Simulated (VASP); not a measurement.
# BaTiO3 (Pm-3m) in VASP: further runs

Runs on BaTiO3. Level: PBE. Tasks: single point.

All numbers are computed with VASP 6.6.1; they aren't measurements. Logs are shortened: lines on timing, memory, paths and dates and some standing lists are left out, and cuts for length are marked.

## Step 1: The cell of the first run

Symmetry: Pm-3m, No. 221, cubic system. The conventional cell has a = 4.006 Å, b = 4.006 Å, c = 4.006 Å, α = 90.00°, β = 90.00°, γ = 90.00°. Ba (site symmetry m-3m) has 12 O at 2.83 Å and 8 Ti at 3.47 Å within 3.7 Å. Within 2.7 Å of Ti (site symmetry m-3m) lie 6 O at 2.00 Å. O (site symmetry 4/mmm) has 2 Ti at 2.00 Å within 2.7 Å.

## Step 2: Single point, PBE

Input file INCAR:

```
ALGO = Normal
EDIFF = 1E-7
ENCUT = 520
GGA = PE
ISIF = 2
ISMEAR = 0
LASPH = T
LCHARG = F
LREAL = F
LWAVE = F
NBANDS = 28
NELM = 80
PREC = Accurate
SIGMA = 0.01
```

Input file KPOINTS:

```
k-points
0
Gamma
  2 2 2
```

Input file POSCAR:

```
BaTiO3
1.0
    4.0060000000      0.0000000000      0.0000000000
    0.0000000000      4.0060000000      0.0000000000
    0.0000000000      0.0000000000      4.0060000000
Ba Ti O
1 1 3
Direct
    0.5000000000      0.5000000000      0.5000000000
    0.0000000000      0.0000000000      0.0000000000
    0.5000000000      0.0000000000      0.0000000000
    0.0000000000      0.5000000000      0.0000000000
    0.0000000000      0.0000000000      0.5000000000
```

Potentials or basis: VASP PAW PBE potentials, release 64 (Ba_sv, Ti_sv, O).

Launch:

```sh
$ cat potpaw_PBE.64/Ba_sv/POTCAR potpaw_PBE.64/Ti_sv/POTCAR potpaw_PBE.64/O/POTCAR > POTCAR
$ mpirun -np 1 vasp_std > vasp.out
```

OUTCAR:

```text
EDIFF = 1E-7
   ENCUT = 520
   GGA = PE
   ISIF = 2
   ISMEAR = 0
   LASPH = T
   LREAL = F
   NELM = 80
   PREC = Accurate

 ion  position               nearest neighbor table
   1  0.500  0.500  0.500-   3 2.83   4 2.83   5 2.83   3 2.83   4 2.83   3 2.83   5 2.83   3 2.83
                             4 2.83   5 2.83   4 2.83   5 2.83   2 3.47   2 3.47   2 3.47   2 3.47
   2  0.000  0.000  0.000-   3 2.00   4 2.00   5 2.00   5 2.00   4 2.00   3 2.00   1 3.47   1 3.47
                             1 3.47   1 3.47   1 3.47   1 3.47   1 3.47   1 3.47
   3  0.500  0.000  0.000-   2 2.00   2 2.00   1 2.83   1 2.83   1 2.83   1 2.83
   4  0.000  0.500  0.000-   2 2.00   2 2.00   1 2.83   1 2.83   1 2.83   1 2.83
   5  0.000  0.000  0.500-   2 2.00   2 2.00   1 2.83   1 2.83   1 2.83   1 2.83

  LATTYP: Found a simple cubic cell.
 ALAT       =     4.0060000000

  Lattice vectors:

 A1 = (   4.0060000000,   0.0000000000,   0.0000000000)
 A2 = (   0.0000000000,   4.0060000000,   0.0000000000)
 A3 = (   0.0000000000,   0.0000000000,   4.0060000000)

Analysis of symmetry for initial positions (statically):
=====================================================================
 Subroutine PRICEL returns:
 Original cell was already a primitive cell.

 Routine SETGRP: Setting up the symmetry group for a
 simple cubic supercell.

 Subroutine GETGRP returns: Found 48 space group operations
 (whereof 48 operations were pure point group operations)
 out of a pool of 48 trial point group operations.

The static configuration has the point symmetry O_h .

Analysis of symmetry for dynamics (positions and initial velocities):
=====================================================================
 Subroutine PRICEL returns:
 Original cell was already a primitive cell.

 Routine SETGRP: Setting up the symmetry group for a
 simple cubic supercell.

 Subroutine GETGRP returns: Found 48 space group operations
 (whereof 48 operations were pure point group operations)
 out of a pool of 48 trial point group operations.

The dynamic configuration has the point symmetry O_h .

 Subroutine INISYM returns: Found 48 space group operations
 (whereof 48 operations are pure point group operations),
 and found     1 'primitive' translations

----------------------------------------------------------------------------------------

                                     Primitive cell

  volume of cell :      64.2884

  direct lattice vectors                    reciprocal lattice vectors
     4.006000000  0.000000000  0.000000000     0.249625562  0.000000000  0.000000000
     0.000000000  4.006000000  0.000000000     0.000000000  0.249625562  0.000000000
     0.000000000  0.000000000  4.006000000     0.000000000  0.000000000  0.249625562

  length of vectors
     4.006000000  4.006000000  4.006000000     0.249625562  0.249625562  0.249625562

  position of ions in fractional coordinates (direct lattice)
     0.500000000  0.500000000  0.500000000
     0.000000000  0.000000000  0.000000000
     0.500000000  0.000000000  0.000000000
     0.000000000  0.500000000  0.000000000
     0.000000000  0.000000000  0.500000000

  ion indices of the primitive-cell ions
   primitive index   ion index
                 1           1
                 2           2
                 3           3
                 4           4
                 5           5

----------------------------------------------------------------------------------------

 KPOINTS: k-points

Automatic generation of k-mesh.
 Grid dimensions read from file:
 generate k-points for:    2    2    2

 Generating k-lattice:

  Cartesian coordinates                     Fractional coordinates (reciprocal lattice)
     0.124812781  0.000000000  0.000000000     0.500000000  0.000000000  0.000000000
     0.000000000  0.124812781  0.000000000     0.000000000  0.500000000  0.000000000
     0.000000000  0.000000000  0.124812781     0.000000000  0.000000000  0.500000000

  Length of vectors
     0.124812781  0.124812781  0.124812781

  Shift w.r.t. Gamma in fractional coordinates (k-lattice)
     0.000000000  0.000000000  0.000000000

 Subroutine IBZKPT returns following result:
 ===========================================

 Found      4 irreducible k-points:

 Following reciprocal coordinates:
            Coordinates               Weight
  0.000000  0.000000  0.000000      1.000000
  0.500000  0.000000  0.000000      3.000000
  0.500000  0.500000  0.000000      3.000000
  0.500000  0.500000  0.500000      1.000000
   k-points           NKPTS =      4   k-points in BZ     NKDIM =      4   number of bands    NBANDS=     28
   number of dos      NEDOS =    301   number of ions     NIONS =      5
   total plane-waves  NPLWV =  27000
   dimension x,y,z NGX =    30 NGY =   30 NGZ =   30
   dimension x,y,z NGXF=    60 NGYF=   60 NGZF=   60
   ions per type =               1   1   3
   NGX,Y,Z   is equivalent  to a cutoff of  12.45, 12.45, 12.45 a.u.
   NGXF,Y,Z  is equivalent  to a cutoff of  24.90, 24.90, 24.90 a.u.
 SYSTEM =  unknown system
   PREC   = accura    normal or accurate (medium, high low for compatibility)
   ISTART =      0    job   : 0-new  1-cont  2-samecut
   ICHARG =      2    charge: 1-file 2-atom 10-const
   ISPIN  =      1    spin polarized calculation?
   LNONCOLLINEAR =      F non collinear calculations
   LSORBIT =      F    spin-orbit coupling
   LASPH  =      T    aspherical Exc in radial PAW
   ENCUT  =  520.0 eV  38.22 Ry    6.18 a.u.   7.45  7.45  7.45*2*pi/ulx,y,z
   NELM   =     80;   NELMIN=  2; NELMDL= -5     # of ELM steps
   EDIFF  = 0.1E-06   stopping-criterion for ELM
   LREAL  =      F    real-space projection
   EDIFFG = 0.1E-05   stopping-criterion for IOM
   NSW    =      0    number of steps for IOM
   IBRION =     -1    ionic relax: 0-MD 1-quasi-New 2-CG
   NFREE  =      0    steps in history (QN), initial steepest desc. (CG)
   ISIF   =      2    stress and relaxation
   ISYM   =      2    0-nonsym 1-usesym 2-fastsym
   POTIM  = 0.5000    time-step for ionic-motion
   TEBEG  =    0.0;   TEEND  =   0.0 temperature during run
   PSTRESS=    0.0 pullay stress
   NELECT =      40.0000    total number of electrons
   NUPDOWN=      -1.0000    fix difference up-down
   EMIN   =  10.00;   EMAX   =-10.00  energy-range for DOS
   EFERMI =   0.00;   METHOD = LEGACY
   ISMEAR =     0;   SIGMA  =   0.01  broadening in eV -4-tet -1-fermi 0-gaus
   EFERMI_NEDOS =   21; number of points for ismear=-14 and -15
   IALGO  =     38    algorithm
   IMIX   =      4    mixing-type and parameters
     AMIX     =   0.40;   BMIX     =  1.00
     AMIX_MAG =   1.60;   BMIX_MAG =  1.00
  volume/ion in A,a.u.               =      12.86        86.77
  Fermi-wavevector in a.u.,A,eV,Ry     =   1.397603  2.641087 26.576187  1.953295
  Thomas-Fermi vector in A             =   2.520843
   LORBIT       =      0    0 simple, 1 ext, 2 COOP (PROOUT), +10 PAW based schemes
   GGA     = PE    functional components
   LHFCALC =     F    Hartree Fock is set to
   AEXX    =    0.0000 exact exchange contribution
   IVDW    =     0    specifies the selected vdW correction
   LEPSILON=     F    determine dielectric tensor
   LRPA    =     F    only Hartree local field effects (RPA)
 non-spin polarized calculation
 Gauss-broadening in eV      SIGMA  =   0.01
  energy-cutoff  :      520.00
  volume of cell :       64.29
 maximum number of plane-waves:      1750
 NGX is ok and might be reduce to    30
   NGX = 15   NGY = 15   NGZ = 15

 number of electron      39.9999976 magnetization

 Free energy of the ion-electron system (eV)
  ---------------------------------------------------
  ext. energy  EPLUGINS =         0.00000000
  ---------------------------------------------------
  free energy    TOTEN  =       -39.18537489 eV

  energy without entropy =      -39.18537489  energy(sigma->0) =      -39.18537489

 E-fermi :   4.1063     XC(G=0): -11.2453

 val. band max:        3.9379857132   @ k =   0.5000   0.5000   0.5000
 cond. band min:       5.2881583153   @ k =   0.0000   0.0000   0.0000
 fundamental gap:      1.3501726021
 Fermi energy:         4.1063294425

 k-point     1 :       0.0000    0.0000    0.0000
  band No.  band energies     occupation
      1     -53.2254      2.00000
      2     -29.4135      2.00000
      3     -29.4135      2.00000
      4     -29.4135      2.00000
      5     -20.9773      2.00000
      6     -12.9686      2.00000
[... 20 lines left out ...]
     27       8.8881      0.00000
     28      11.2072      0.00000

 k-point     2 :       0.5000    0.0000    0.0000
  band No.  band energies     occupation
      1     -53.2245      2.00000
      2     -29.4613      2.00000
      3     -29.4116      2.00000
      4     -29.4116      2.00000
      5     -20.8605      2.00000
      6     -13.1950      2.00000
[... 20 lines left out ...]
     27      11.4394      0.00000
     28      12.0294      0.00000

 k-point     3 :       0.5000    0.5000    0.0000
  band No.  band energies     occupation
      1     -53.2235      2.00000
      2     -29.4583      2.00000
      3     -29.4583      2.00000
      4     -29.4098      2.00000
      5     -20.7844      2.00000
      6     -12.6052      2.00000
[... 20 lines left out ...]
     27      12.0606      0.00000
     28      13.7053      0.00000

 k-point     4 :       0.5000    0.5000    0.5000
  band No.  band energies     occupation
      1     -53.2226      2.00000
      2     -29.4561      2.00000
      3     -29.4561      2.00000
      4     -29.4561      2.00000
      5     -20.7187      2.00000
      6     -12.0565      2.00000
[... 20 lines left out ...]
     27      11.2604      0.00000
     28      11.2604      0.00000

------------------------ aborting loop because EDIFF is reached ----------------------------------------

  FORCE on cell =-STRESS in cart. coord.  units (eV):
  Direction    XX          YY          ZZ          XY          YZ          ZX
  --------------------------------------------------------------------------------------
  -------------------------------------------------------------------------------------
  Total        2.3824388      2.3824388      2.3824388      0.0000000      0.0000000      0.0000000
  in kB       59.3744354     59.3744354     59.3744354      0.0000000      0.0000000      0.0000000
  external PRESSURE =      59.3744354 kB  Pullay stress =       0.0000000 kB

 VOLUME and BASIS-vectors are now :
 -----------------------------------------------------------------------------
  energy-cutoff  :      520.00
  volume of cell :       64.29
      direct lattice vectors                 reciprocal lattice vectors
     4.006000000  0.000000000  0.000000000     0.249625562  0.000000000  0.000000000
     0.000000000  4.006000000  0.000000000     0.000000000  0.249625562  0.000000000
     0.000000000  0.000000000  4.006000000     0.000000000  0.000000000  0.249625562

 POSITION                                       TOTAL-FORCE (eV/Angst)
 -----------------------------------------------------------------------------------
      2.00300      2.00300      2.00300         0.000000      0.000000      0.000000
      0.00000      0.00000      0.00000         0.000000      0.000000      0.000000
      2.00300      0.00000      0.00000         0.000000      0.000000      0.000000
      0.00000      2.00300      0.00000         0.000000      0.000000      0.000000
      0.00000      0.00000      2.00300         0.000000      0.000000      0.000000
 -----------------------------------------------------------------------------------
    total drift:                                0.000000     -0.000000      0.000000

  FREE ENERGIE OF THE ION-ELECTRON SYSTEM (eV)
  ---------------------------------------------------
  free  energy   TOTEN  =       -39.1853748885 eV

  energy  without entropy=      -39.1853748885  energy(sigma->0) =      -39.18537489
```

Run time: 8.4 s. Hardware: 1 thread of Intel Xeon Platinum 8488C (Sapphire Rapids), shared host; peak memory 0.16 GiB.

What came out:

```
Free energy            : -39.1854 eV
Pressure               : 5.9 GPa
Band gap on the k mesh : 1.35 eV, indirect (least direct gap 1.50 eV)
```

Caveat: the k points lie up to 0.78 Å⁻¹ apart; spin-orbit coupling is left out, which moves the levels of the heavy elements. A k mesh can miss the band edges.

(Part 1 of 2 ends here.)
